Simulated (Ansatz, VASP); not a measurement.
Given: the input of a run of VASP 6.6.1 on Rh.

The input INCAR:

```
SYSTEM = Rh
ALGO     = Fast           ! electronic algorithm
EDIFF    = 1E-6           ! SCF threshold, eV
ENCUT    = 520            ! plane-wave cutoff, eV
GGA      = CA             ! functional
ISIF     = 2              ! what is computed and relaxed
ISMEAR   = -1             ! smearing method
LASPH    = .TRUE.         ! aspherical terms in the spheres
LCHARG   = .FALSE.        ! write CHGCAR
LREAL    = .FALSE.        ! projectors in reciprocal space
LWAVE    = .FALSE.        ! write WAVECAR
NBANDS   = 22             ! bands
NELM     = 80             ! most SCF steps
PREC     = Accurate       ! precision mode
SIGMA    = 0.05           ! smearing width, eV
```

The input KPOINTS:

```
k-points
0
G
  11 11 6
  0 0 0
```

POSCAR

```
Rh
1.0
    2.7669170982      0.0000000000      0.0000000000
   -1.3834585491      2.3962204973      0.0000000000
    0.0000000000      0.0000000000      4.4867652751
Rh
2
Direct
    0.3333333333      0.6666666667      0.2500000000
    0.6666666667      0.3333333333      0.7500000000
```

Potentials or basis: VASP PAW LDA potentials, release 64 (Rh_pv).

Launch:

```console
$ cat potpaw_LDA.64/Rh_pv/POTCAR > POTCAR
$ mpirun -np 1 vasp_std > vasp.out
```

Problem. Set up the same calculation for Ansatz 0.2.0. Potentials there: all-electron LAPW, scalar-relativistic.

Solution. As run (the cutoff follows the program's own potentials):

input.yaml

```yaml
crystal:
  lattice:
    - [2.7669170982, 0.0, 0.0]
    - [-1.3834585491, 2.3962204973, 0.0]
    - [0.0, 0.0, 4.4867652751]
  atoms:
    - { symbol: Rh, position: [0.3333333333, 0.6666666667, 0.25] }
    - { symbol: Rh, position: [0.6666666667, 0.3333333333, 0.75] }
kpoints:
  mp_grid: { grid: [11, 11, 6] }
scf:
  occupations: { method: fermi_dirac, width: 0.05 }
hamiltonian:
  xc: lda
  pseudopotentials: { kind: all_electron, lapw: { basis_error: 0.001 } }
output:
  forces: true
  stress: true
  eigenvalues: true
```

Potentials or basis: all-electron LAPW, scalar-relativistic.

Launch:

```console
$ ansatz run input.yaml --threads 1 --pin off --max-ram 3072MiB --backend cpu --events-out ev --progress --plain --runs-dir out
```

Both were run:

|  | VASP | Ansatz | Ansatz less VASP |
| --- | --- | --- | --- |
| gap on the k mesh at the Fermi level (eV) | none | none | - |
| pressure (GPa) | -26.1 | -26.7 | -0.63 |
| traceless stress, the component that is largest in VASP (GPa) | -1.04 | -1.06 | -0.020 |

LDA's correlation is that of Perdew and Zunger in VASP and of Perdew and Wang (1992) in Ansatz. A gap of «none» marks a metal or a gap that the smearing closes. Ansatz ran all-electron here, and VASP with PAW potentials.
